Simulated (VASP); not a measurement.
Set up this calculation in VASP 6.6.1, as the native input.

```
Task                   : single point
Functional             : PBEsol
Potentials or basis    : VASP PAW PBE potentials, release 64 (Tl_d)
Cutoff                 : 520 eV
k mesh                 : 15 × 15 × 15
Occupations            : fermi-dirac, width 0.1 eV
Spin                   : no spin polarisation
Dipole correction      : no
Further INCAR settings : ALGO = Normal; EDIFF = 1e-07; NBANDS = 20
```

The structure of Tl lies in POSCAR:

```
Tl
1.0
   -2.7027464372      2.7027464372      1.4384375349
    2.7027464372     -2.7027464372      1.4384375349
    2.7027464372      2.7027464372     -1.4384375349
Tl
2
Direct
   -0.3750000000     -0.1250000000     -0.2500000000
    0.3750000000      0.1250000000      0.2500000000
```

The input as run:

INCAR

```
  ALGO = Normal
  EDIFF = 1E-7
  ENCUT = 520
  GGA = PS
  ISIF = 2
  ISMEAR = -1
  LASPH = True
  LCHARG = True
  LELF = True
  LREAL = False
  LVHAR = True
  LWAVE = False
  NBANDS = 20
  NELM = 80
  PREC = Accurate
  SIGMA = 0.1
```

KPOINTS

```
k-points
0
Gamma
  15 15 15
```

Potentials or basis: VASP PAW PBE potentials, release 64 (Tl_d).

Launch:

```console
$ cat potpaw_PBE.64/Tl_d/POTCAR > POTCAR
$ mpirun -np 1 vasp_std > vasp.out
```

It gave:

The pressure is 31.0 GPa and the band gap on the k mesh is zero (bands 13 and 14 overlap by 8.16 eV).

Caveat: the cell stands under pressure; the PAW data sets were made with another functional, which shifts forces and pressure a little; spin-orbit coupling is left out, which moves the levels of the heavy elements.

Wall time 99 s on 1 thread of Intel(R) Xeon(R) 6975P-C (Granite Rapids) (shared host), peak memory 0.31 GiB.
